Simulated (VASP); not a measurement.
# MgO in VASP: settings compared

The runs below take MgO through single point, with r2SCAN, PBE.

All numbers are computed with VASP 6.6.1; they aren't measurements. Logs are shortened: lines on timing, memory, paths and dates and some standing lists are left out, and cuts for length are marked.

## (1) The cell of the first run

It takes space group I-4m2 (No. 119, tetragonal). Conventional cell: a = 3.227 Å, b = 3.227 Å, c = 4.655 Å, α = 90.00°, β = 90.00°, γ = 90.00°. Mg (site symmetry -4m2) has 4 O at 1.99 Å within 2.6 Å. Within 2.6 Å of O (site symmetry -4m2) lie 4 Mg at 1.99 Å.

## (2) Single point, r2SCAN (uniaxial x strain +2.0%)

The input, POSCAR:

```
MgO
1.0
    0.0000000000      2.2820056627      2.2820056627
    2.3276457760      0.0000000000      2.2820056627
    2.3276457760      2.2820056627      0.0000000000
Mg O
1 1
Direct
    0.0000000000      0.0000000000      0.0000000000
    0.2500000000      0.2500000000      0.2500000000
```

The input, INCAR.step1:

```
SYSTEM = MgO
ALGO     = Normal         ! electronic algorithm
EDIFF    = 1E-4           ! SCF threshold, eV
ENCUT    = 520            ! plane-wave cutoff, eV
GGA      = PE             ! functional
ISMEAR   = 0              ! smearing method
LASPH    = .TRUE.         ! aspherical terms in the spheres
LCHARG   = .FALSE.        ! write CHGCAR
LREAL    = .FALSE.        ! projectors in reciprocal space
LWAVE    = .TRUE.         ! write WAVECAR
NBANDS   = 11             ! bands
NELM     = 60             ! most SCF steps
PREC     = Accurate       ! precision mode
SIGMA    = 0.01           ! smearing width, eV
```

The input, INCAR.step2:

```
SYSTEM = MgO
ALGO     = Normal         ! electronic algorithm
EDIFF    = 1E-6           ! SCF threshold, eV
ENCUT    = 520            ! plane-wave cutoff, eV
ISIF     = 2              ! what is computed and relaxed
ISMEAR   = 0              ! smearing method
ISTART   = 1            
LASPH    = .TRUE.         ! aspherical terms in the spheres
LCHARG   = .FALSE.        ! write CHGCAR
LMIXTAU  = .TRUE.       
LREAL    = .FALSE.        ! projectors in reciprocal space
LWAVE    = .FALSE.        ! write WAVECAR
METAGGA  = R2SCAN         ! meta-GGA
NBANDS   = 11             ! bands
NELM     = 60             ! most SCF steps
PREC     = Accurate       ! precision mode
SIGMA    = 0.01           ! smearing width, eV
```

The input, KPOINTS:

```
k-points
0
G
  10 10 10
  0 0 0
```

Potentials or basis: VASP PAW PBE potentials, release 64 (Mg, O).

The run is started by

```sh
cat potpaw_PBE.64/Mg/POTCAR potpaw_PBE.64/O/POTCAR > POTCAR
cp INCAR.step1 INCAR
mpirun -np 1 vasp_std > vasp.out
cp INCAR.step2 INCAR
mpirun -np 1 vasp_std > vasp.out
```

OUTCAR:

```text
SYSTEM = MgO
   EDIFF = 1E-6
   ENCUT = 520
   ISIF = 2
   ISMEAR = 0
   ISTART = 1
   LASPH = .TRUE.
   LREAL = .FALSE.
   METAGGA = R2SCAN
   NELM = 60
   PREC = Accurate

 ion  position               nearest neighbor table
   1  0.000  0.000  0.000-   2 1.99   2 1.99   2 1.99   2 1.99
   2  0.250  0.250  0.250-   1 1.99   1 1.99   1 1.99   1 1.99

  LATTYP: Found a body centered tetragonal cell.
 ALAT       =     3.2272433576
 C/A-ratio  =     1.4424978336

  Lattice vectors:

 A1 = (   2.3276457760,   0.0000000000,   2.2820056627)
 A2 = (   2.3276457760,   0.0000000000,  -2.2820056627)
 A3 = (  -2.3276457760,   2.2820056627,   0.0000000000)

Analysis of symmetry for initial positions (statically):
=====================================================================
 Subroutine PRICEL returns:
 Original cell was already a primitive cell.

 Routine SETGRP: Setting up the symmetry group for a
 body centered tetragonal supercell.

 Subroutine GETGRP returns: Found  8 space group operations
 (whereof  8 operations were pure point group operations)
 out of a pool of 16 trial point group operations.

The static configuration has the point symmetry D_2d.

Analysis of symmetry for dynamics (positions and initial velocities):
=====================================================================
 Subroutine PRICEL returns:
 Original cell was already a primitive cell.

 Routine SETGRP: Setting up the symmetry group for a
 body centered tetragonal supercell.

 Subroutine GETGRP returns: Found  8 space group operations
 (whereof  8 operations were pure point group operations)
 out of a pool of 16 trial point group operations.

The dynamic configuration has the point symmetry D_2d.

 Subroutine INISYM returns: Found  8 space group operations
 (whereof  8 operations are pure point group operations),
 and found     1 'primitive' translations

----------------------------------------------------------------------------------------

                                     Primitive cell

  volume of cell :      24.2427

  direct lattice vectors                    reciprocal lattice vectors
     0.000000000  2.282005663  2.282005663    -0.214809317  0.219105504  0.219105504
     2.327645776  0.000000000  2.282005663     0.214809317 -0.219105504  0.219105504
     2.327645776  2.282005663  0.000000000     0.214809317  0.219105504 -0.219105504

  length of vectors
     3.227243358  3.259675552  3.259675552     0.377037778  0.377037778  0.377037778

  position of ions in fractional coordinates (direct lattice)
     0.000000000  0.000000000  0.000000000
     0.250000000  0.250000000  0.250000000

  ion indices of the primitive-cell ions
   primitive index   ion index
                 1           1
                 2           2

----------------------------------------------------------------------------------------

 KPOINTS: k-points

Automatic generation of k-mesh.
 Grid dimensions read from file:
 generate k-points for:   10   10   10

 Generating k-lattice:

  Cartesian coordinates                     Fractional coordinates (reciprocal lattice)
    -0.021480932  0.021910550  0.021910550     0.100000000  0.000000000  0.000000000
     0.021480932 -0.021910550  0.021910550     0.000000000  0.100000000  0.000000000
     0.021480932  0.021910550 -0.021910550     0.000000000  0.000000000  0.100000000

  Length of vectors
     0.037703778  0.037703778  0.037703778

  Shift w.r.t. Gamma in fractional coordinates (k-lattice)
     0.000000000  0.000000000  0.000000000

 Subroutine IBZKPT returns following result:
 ===========================================

 Found    102 irreducible k-points:

 Following reciprocal coordinates:
            Coordinates               Weight
  0.000000  0.000000  0.000000      1.000000
  0.100000 -0.000000 -0.000000      8.000000
  0.200000 -0.000000 -0.000000      8.000000
  0.300000  0.000000  0.000000      8.000000
  0.400000  0.000000  0.000000      8.000000
  0.500000  0.000000  0.000000      4.000000
[... 16 lines left out ...]
  0.300000  0.300000  0.000000      4.000000
  0.400000  0.300000  0.000000     16.000000
 [... further k-points ...]
   k-points           NKPTS =    102   k-points in BZ     NKDIM =    102   number of bands    NBANDS=     11
   number of dos      NEDOS =    301   number of ions     NIONS =      2
   total plane-waves  NPLWV =  13824
   dimension x,y,z NGX =    24 NGY =   24 NGZ =   24
   dimension x,y,z NGXF=    48 NGYF=   48 NGZF=   48
   ions per type =               1   1
   NGX,Y,Z   is equivalent  to a cutoff of  12.36, 12.24, 12.24 a.u.
   NGXF,Y,Z  is equivalent  to a cutoff of  24.73, 24.48, 24.48 a.u.
 SYSTEM =  MgO
   PREC   = accura    normal or accurate (medium, high low for compatibility)
   ISTART =      1    job   : 0-new  1-cont  2-samecut
   ICHARG =      0    charge: 1-file 2-atom 10-const
   ISPIN  =      1    spin polarized calculation?
   LNONCOLLINEAR =      F non collinear calculations
   LSORBIT =      F    spin-orbit coupling
   LASPH  =      T    aspherical Exc in radial PAW
   ENCUT  =  520.0 eV  38.22 Ry    6.18 a.u.   6.00  6.06  6.06*2*pi/ulx,y,z
   NELM   =     60;   NELMIN=  2; NELMDL=  0     # of ELM steps
   EDIFF  = 0.1E-05   stopping-criterion for ELM
   LREAL  =      F    real-space projection
   EDIFFG = 0.1E-04   stopping-criterion for IOM
   NSW    =      0    number of steps for IOM
   IBRION =     -1    ionic relax: 0-MD 1-quasi-New 2-CG
   NFREE  =      0    steps in history (QN), initial steepest desc. (CG)
   ISIF   =      2    stress and relaxation
   ISYM   =      2    0-nonsym 1-usesym 2-fastsym
   POTIM  = 0.5000    time-step for ionic-motion
   TEBEG  =    0.0;   TEEND  =   0.0 temperature during run
   PSTRESS=    0.0 pullay stress
   NELECT =       8.0000    total number of electrons
   NUPDOWN=      -1.0000    fix difference up-down
   EMIN   =  10.00;   EMAX   =-10.00  energy-range for DOS
   EFERMI =   0.00;   METHOD = LEGACY
   ISMEAR =     0;   SIGMA  =   0.01  broadening in eV -4-tet -1-fermi 0-gaus
   EFERMI_NEDOS =   21; number of points for ismear=-14 and -15
   IALGO  =     38    algorithm
   IMIX   =      4    mixing-type and parameters
     AMIX     =   0.40;   BMIX     =  1.00
     AMIX_MAG =   1.60;   BMIX_MAG =  1.00
  volume/ion in A,a.u.               =      12.12        81.80
  Fermi-wavevector in a.u.,A,eV,Ry     =   1.131301  2.137848 17.413297  1.279841
  Thomas-Fermi vector in A             =   2.267999
   LORBIT       =      0    0 simple, 1 ext, 2 COOP (PROOUT), +10 PAW based schemes
   METAGGA = R2SCAN    functional components
   LHFCALC =     F    Hartree Fock is set to
   AEXX    =    0.0000 exact exchange contribution
   IVDW    =     0    specifies the selected vdW correction
   LEPSILON=     F    determine dielectric tensor
   LRPA    =     F    only Hartree local field effects (RPA)
 non-spin polarized calculation
 Gauss-broadening in eV      SIGMA  =   0.01
  energy-cutoff  :      520.00
  volume of cell :       24.24
 maximum number of plane-waves:       664
   NGX = 13   NGY = 13   NGZ = 13

 number of electron       8.0000003 magnetization

 Free energy of the ion-electron system (eV)
  ---------------------------------------------------
  ext. energy  EPLUGINS =         0.00000000
  ---------------------------------------------------
  free energy    TOTEN  =       -15.84808663 eV

  energy without entropy =      -15.84808663  energy(sigma->0) =      -15.84808663

 E-fermi :   0.3494     XC(G=0): -10.0753

 val. band max:        0.2811315270   @ k =   0.2000   0.1000   0.1000
 cond. band min:       4.4674495558   @ k =   0.0000   0.0000   0.0000
 fundamental gap:      4.1863180288
 Fermi energy:         0.3494394061

 k-point     1 :       0.0000    0.0000    0.0000
  band No.  band energies     occupation
      1     -16.5133      2.00000
      2       0.2346      2.00000
      3       0.2786      2.00000
      4       0.2786      2.00000
      5       4.4674      0.00000
      6      17.9561      0.00000
      7      17.9561      0.00000
      8      17.9665      0.00000
      9      21.1113      0.00000
     10      21.1565      0.00000
     11      21.7450      0.00000

 k-point     2 :       0.1000   -0.0000   -0.0000
  band No.  band energies     occupation
      1     -16.4580      2.00000
      2      -0.1807      2.00000
      3       0.2285      2.00000
      4       0.2634      2.00000
      5       5.0057      0.00000
      6      17.0305      0.00000
      7      17.9082      0.00000
      8      17.9679      0.00000
      9      19.7919      0.00000
     10      20.2441      0.00000
     11      21.0362      0.00000

 k-point     3 :       0.2000   -0.0000   -0.0000
  band No.  band energies     occupation
      1     -16.3097      2.00000
      2      -1.0673      2.00000
      3       0.1731      2.00000
      4       0.2239      2.00000
      5       6.1706      0.00000
      6      15.2030      0.00000
      7      17.2054      0.00000
      8      17.4814      0.00000
      9      19.8602      0.00000
     10      20.0366      0.00000
     11      20.5441      0.00000

 k-point     4 :       0.3000    0.0000    0.0000
  band No.  band energies     occupation
      1     -16.1192      2.00000
      2      -1.9119      2.00000
      3       0.1069      2.00000
      4       0.1761      2.00000
      5       7.4825      0.00000
      6      13.3576      0.00000
      7      16.2985      0.00000
      8      16.6352      0.00000
      9      20.3694      0.00000
     10      21.0070      0.00000
     11      21.0260      0.00000

 k-point     5 :       0.4000    0.0000    0.0000
  band No.  band energies     occupation
      1     -15.9583      2.00000
      2      -2.4937      2.00000
      3       0.0545      2.00000
      4       0.1383      2.00000
      5       8.7711      0.00000
      6      11.7282      0.00000
      7      15.6933      0.00000
      8      16.0371      0.00000
      9      20.6430      0.00000
     10      22.3428      0.00000
     11      22.3464      0.00000
[... 211 lines left out ...]
 k-point    21 :      -0.3000    0.2000    0.0000
  band No.  band energies     occupation
      1     -15.9074      2.00000
      2      -2.0713      2.00000
      3      -0.6539      2.00000
      4       0.0499      2.00000
      5       8.9419      0.00000
      6      11.9885      0.00000
      7      14.6474      0.00000
      8      16.2151      0.00000
      9      20.9768      0.00000
     10      21.8254      0.00000
     11      24.2377      0.00000

 k-point    22 :      -0.2000    0.2000    0.0000
  band No.  band energies     occupation
      1     -16.0579      2.00000
      2      -1.7554      2.00000
      3      -0.4037      2.00000
      4       0.1556      2.00000
      5       7.8910      0.00000
      6      13.3993      0.00000
      7      14.9238      0.00000
      8      16.5618      0.00000
      9      19.7603      0.00000
     10      21.9241      0.00000
     11      24.0521      0.00000

 k-point    23 :       0.3000    0.3000    0.0000
  band No.  band energies     occupation
      1     -15.9896      2.00000
      2      -1.6951      2.00000
      3      -0.2592      2.00000
      4      -0.2503      2.00000
      5       7.4831      0.00000
      6      13.1717      0.00000
      7      15.3695      0.00000
      8      17.3474      0.00000
      9      17.7096      0.00000
     10      23.7661      0.00000
     11      24.5182      0.00000

 k-point    24 :       0.4000    0.3000    0.0000
  band No.  band energies     occupation
      1     -15.8656      2.00000
      2      -1.9329      2.00000
      3      -0.4409      2.00000
      4      -0.3295      2.00000
      5       7.7487      0.00000
      6      12.7351      0.00000
      7      14.9896      0.00000
      8      17.3499      0.00000
      9      17.8943      0.00000
     10      24.1889      0.00000
     11      24.8713      0.00000

 [... further k-points ...]
[... 5 lines left out ...]
  --------------------------------------------------------------------------------------
  -------------------------------------------------------------------------------------
  Total       -0.5548766     -0.3990507     -0.3990507     -0.0000000      0.0000000      0.0000000
  in kB      -36.6713342    -26.3729279    -26.3729279     -0.0000000      0.0000000      0.0000000
  external PRESSURE =     -29.8057300 kB  Pullay stress =       0.0000000 kB

 VOLUME and BASIS-vectors are now :
 -----------------------------------------------------------------------------
  energy-cutoff  :      520.00
  volume of cell :       24.24
      direct lattice vectors                 reciprocal lattice vectors
     0.000000000  2.282005663  2.282005663    -0.214809317  0.219105504  0.219105504
     2.327645776  0.000000000  2.282005663     0.214809317 -0.219105504  0.219105504
     2.327645776  2.282005663  0.000000000     0.214809317  0.219105504 -0.219105504

 POSITION                                       TOTAL-FORCE (eV/Angst)
 -----------------------------------------------------------------------------------
      0.00000      0.00000      0.00000         0.000000      0.000000      0.000000
      1.16382      1.14100      1.14100        -0.000000     -0.000000     -0.000000
 -----------------------------------------------------------------------------------
    total drift:                                0.000006     -0.000002     -0.000002

  FREE ENERGIE OF THE ION-ELECTRON SYSTEM (eV)
  ---------------------------------------------------
  free  energy   TOTEN  =       -15.8480866312 eV

  energy  without entropy=      -15.8480866312  energy(sigma->0) =      -15.84808663
```

Run time: 71 s. Hardware: 1 thread of Intel Xeon 8259CL, shared host; peak memory 0.16 GiB.

What came out:

```
Free energy            : -15.8481 eV
Pressure               : -3.0 GPa
Band gap on the k mesh : 4.19 eV
```

Stress tensor (GPa, compression positive):
```
-3.67  0.00  0.00
 0.00 -2.64  0.00
 0.00  0.00 -2.64
```

Levels at points of the mesh, in eV from the valence-band top:
```tsv
k point	band 2	band 3	band 4	band 5	band 6	band 7
(0.00, 0.00, 0.00)	-0.05	0.00	0.00	4.19	17.68	17.68
(0.50, 0.00, 0.00)	-2.98	-0.25	-0.16	9.46	10.36	15.20
(0.50, 0.50, 0.00)	-2.45	-0.79	-0.78	6.87	12.33	15.06
(0.00, 0.50, 0.50)	-2.54	-0.70	-0.70	6.87	12.35	14.93
```

Caveat: the cell differs from its parent crystal (uniaxial x strain +2.0%); the structure was generated, so it needn't be the stable form of MgO; the PAW data sets were made with another functional, which shifts forces and pressure a little.

## (3) Single point, PBE (shear xy strain +3.0%)

The input, INCAR:

```
  PREC = Accurate
  ENCUT = 520
  EDIFF = 1E-6
  ISMEAR = -1
  SIGMA = 0.02
  LREAL = F
  LASPH = T
  NELM = 100
  ALGO = Normal
  ISIF = 2
  LWAVE = F
  LCHARG = F
  GGA = PE
  NBANDS = 11
```

The input, KPOINTS:

```
regular mesh
0
Gamma
  10 10 10
```

The input, POSCAR:

```
MgO
1.0
    0.0342300849      2.2820056627      2.2820056627
    2.2820056627      0.0342300849      2.2820056627
    2.3162357476      2.3162357476      0.0000000000
Mg O
1 1
Direct
    0.0026811211      0.0026811211     -0.0026811211
    0.2473188789      0.2473188789      0.2526811211
```

Potentials or basis: VASP PAW PBE potentials, release 64 (Mg, O).

The run is started by

```sh
cat potpaw_PBE.64/Mg/POTCAR potpaw_PBE.64/O/POTCAR > POTCAR
mpirun -np 1 vasp_std > vasp.out
```

It took 41 s on 1 thread of Intel Xeon 8259CL, shared host; peak memory 0.17 GiB.

It converged, with:

```
Free energy            : -11.6877 eV
Pressure               : 3.5 GPa
Largest force          : 0.015 eV/Å
Band gap on the k mesh : 3.55 eV
```

Forces on the atoms (eV/Å):
```
Mg   0.000  0.000  0.015
O    0.000  0.000 -0.015
```

Stress tensor (GPa, compression positive):
```
 3.49 -2.56  0.00
-2.56  3.49  0.00
 0.00  0.00  3.39
```

Levels at points of the mesh, in eV from the valence-band top:
```tsv
k point	band 2	band 3	band 4	band 5	band 6	band 7
(0.00, 0.00, 0.00)	-0.16	-0.09	0.00	3.55	16.32	16.74
(0.50, 0.00, 0.00)	-3.09	-0.34	-0.28	8.69	9.65	14.22
(0.50, 0.50, 0.00)	-2.60	-0.95	-0.70	6.16	11.48	14.03
(0.00, 0.00, 0.50)	-3.16	-0.26	-0.19	8.71	9.54	14.53
(0.50, 0.00, 0.50)	-2.60	-0.82	-0.82	6.17	11.47	14.03
```

Caveat: the cell differs from its parent crystal (shear xy strain +3.0%); the cell stands under pressure; the structure was generated, so it needn't be the stable form of MgO.
